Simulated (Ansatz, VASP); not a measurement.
# One calculation of As, two programs

Contents of INCAR:

```
SYSTEM = As
PREC = Accurate ; ENCUT = 520
EDIFF = 1E-7 ; ISMEAR = -1
SIGMA = 0.05 ; LREAL = .False.
LASPH = .True. ; NELM = 100
ALGO = Normal ; ISIF = 2
LWAVE = .False. ; LCHARG = .True.
GGA = CA ; LELF = .True.
LVHAR = .True. ; NBANDS = 12
```

Contents of KPOINTS:

```
regular mesh
0
Gamma
  9 9 9
  0 0 0
```

The input POSCAR:

```
As
1.0
    0.0000000000      2.8744485395      2.8744485395
    2.8744485395      0.0000000000      2.8744485395
    2.8744485395      2.8744485395      0.0000000000
As
2
Direct
   -0.1475000000     -0.1175000000     -0.1175000000
    0.1475000000      0.1175000000      0.1175000000
```

Input for Ansatz:

```yaml
crystal:
  lattice:
    - [0.0, 2.8744485395, 2.8744485395]
    - [2.8744485395, 0.0, 2.8744485395]
    - [2.8744485395, 2.8744485395, 0.0]
  atoms:
    - { symbol: As, position: [-0.1475, -0.1175, -0.1175] }
    - { symbol: As, position: [0.1475, 0.1175, 0.1175] }
kpoints:
  mp_grid: { grid: [9, 9, 9] }
scf:
  occupations: { method: fermi_dirac, width: 0.05 }
hamiltonian:
  xc: lda
  pseudopotentials: { kind: all_electron, lapw: { basis_error: 0.001 } }
output:
  forces: true
  stress: true
  eigenvalues: true
  populations: true
```

Change from the starting cell: shortest bond scaled by 0.94, LAPW.

Alike in both runs: task single point; functional LDA; k mesh 9 × 9 × 9; occupations fermi-dirac, width 0.05 eV; no spin polarisation.

|  | VASP | Ansatz |
| --- | --- | --- |
| version | VASP 6.6.1 | Ansatz 0.2.0 |
| potentials or method | VASP PAW LDA potentials, release 64 (As), cutoff 520 eV | all-electron LAPW, scalar-relativistic |

VASP gave:

| Quantity | Value |
| --- | --- |
| pressure (GPa) | 8.3 |
| traceless stress, the component that is largest in VASP (GPa) | -3.61 |
| rms of the force components (eV/Å) | 0.551 |

**Question.** Estimate Ansatz's values.

**Answer.** Pressure (GPa): 7.9; traceless stress, the component that is largest in VASP (GPa): -3.49; rms of the force components (eV/Å): 0.530.

LDA's correlation is that of Perdew and Zunger in VASP and of Perdew and Wang (1992) in Ansatz. Atom by atom the forces differ by 0.020 eV/Å (rms over components). Ansatz ran all-electron here, and VASP with PAW potentials.
